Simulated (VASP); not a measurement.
EuSe2: single point with PBEsol

Crystal: EuSe2.

```
Eu Se
1.0
     2.42358    1.39925    3.95728
    -2.42358    1.39925    3.95728
     0.00000   -2.79851    3.95728
Eu Se
1 2
Direct
  0.00000 0.00000 0.00000
  0.24998 0.24998 0.24998
  0.75002 0.75002 0.75002
```

```
Program             : VASP 6.6.1
Task                : single point
Functional          : PBEsol
Potentials or basis : VASP PAW PBE potentials, release 64 (Eu, Se)
Cutoff              : 520 eV
k mesh              : 8 × 8 × 8
Occupations         : gaussian, width 0.05 eV
Spin                : collinear spin, ferromagnetic start
Starting moments    : [7.06, 0.0, 0.0] μB
```

The pressure is 0.0 GPa. The net moment is 6.27 μB per cell. The site moments are Eu +6.29; Se -0.09 μB. The valence electrons inside the program's atomic spheres are Eu 14.61; Se 3.81.

Levels at points of the mesh, in eV from the Fermi level:
Spin up:
```
           k point  band 15  band 16  band 17  band 18  band 19  band 20  band 21  band 22
(0.00, 0.00, 0.00)    -0.43    -0.25     0.73     0.73     0.73     2.79     2.79     4.58
(0.50, 0.00, 0.00)    -0.41    -0.39    -0.09    -0.09    -0.07     3.46     3.46     4.91
(0.50, 0.50, 0.00)    -0.32    -0.32    -0.23    -0.22     1.54     2.46     4.21     4.80
(0.50, 0.50, 0.50)    -0.41    -0.39    -0.09    -0.09    -0.07     3.46     3.46     4.91
```
Spin down:
```tsv
k point	band 8	band 9	band 10	band 11	band 12	band 13	band 14	band 15
(0.00, 0.00, 0.00)	-3.23	-3.23	0.16	0.16	0.16	3.32	3.32	4.13
(0.50, 0.00, 0.00)	-2.43	-1.93	-1.70	-1.20	-1.20	3.85	4.12	4.12
(0.50, 0.50, 0.00)	-2.59	-2.59	-0.15	-0.15	0.84	2.88	3.98	4.13
(0.50, 0.50, 0.50)	-2.43	-1.94	-1.70	-1.20	-1.20	3.85	4.12	4.12
```

Run time: 7.4 min on 1 thread of Intel(R) Xeon(R) Platinum 8259CL CPU @ 2.50GHz (Skylake/Cascade Lake), with other jobs on the host, peak memory 0.41 GiB.

Caveat: the PAW data sets were made with another functional, which shifts forces and pressure a little; spin-orbit coupling is left out, which moves the levels of the heavy elements; a cell with one magnetic atom can't hold antiferromagnetic order, which such compounds often take; without U or exact exchange the open f shell lies at the Fermi level, which spoils levels, moments and volumes. With open d or f shells a metallic result of PBEsol can be an artefact of self-interaction; +U or a hybrid may open a gap.
